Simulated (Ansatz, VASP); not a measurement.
## Two plane-wave programs on SiO2

```
CELL_PARAMETERS angstrom
4.20609 0.00000 0.00000
0.00000 4.20609 0.00000
0.00000 0.00000 2.83701
ATOMIC_POSITIONS crystal
Si 0.50000 0.50000 0.50000
Si 0.00000 0.00000 0.00000
O 0.69301 0.69301 0.00000
O 0.19301 0.80699 0.50000
O 0.30699 0.30699 0.00000
O 0.80699 0.19301 0.50000
```

Alike in both runs: task single point; functional PBE; k mesh 6 × 6 × 10; occupations gaussian, width 0.05 eV; no spin polarisation.

|  | VASP | Ansatz |
| --- | --- | --- |
| version | VASP 6.6.1 | Ansatz 0.2.0 |
| potentials or method | VASP PAW PBE potentials, release 64 (Si, O), cutoff 520 eV | scalar-relativistic, plane waves, PAW |
| valence electrons in the cell | 32 | 32 |

VASP gave:

| Quantity | Value |
| --- | --- |
| gap on the k mesh at the Fermi level (eV) | 4.11 |
| least direct gap on the mesh (eV) | 4.11 |
| pressure (GPa) | -12.6 |
| traceless stress, the component that is largest in VASP (GPa) | -16.27 |
| rms of the force components (eV/Å) | 0.114 |

Which values does Ansatz return?

gap on the k mesh at the Fermi level (eV): 4.14; least direct gap on the mesh (eV): 4.14; pressure (GPa): -12.8; traceless stress, the component that is largest in VASP (GPa): -16.56; rms of the force components (eV/Å): 0.112.

Atom by atom the forces differ by 0.002 eV/Å (rms over components).
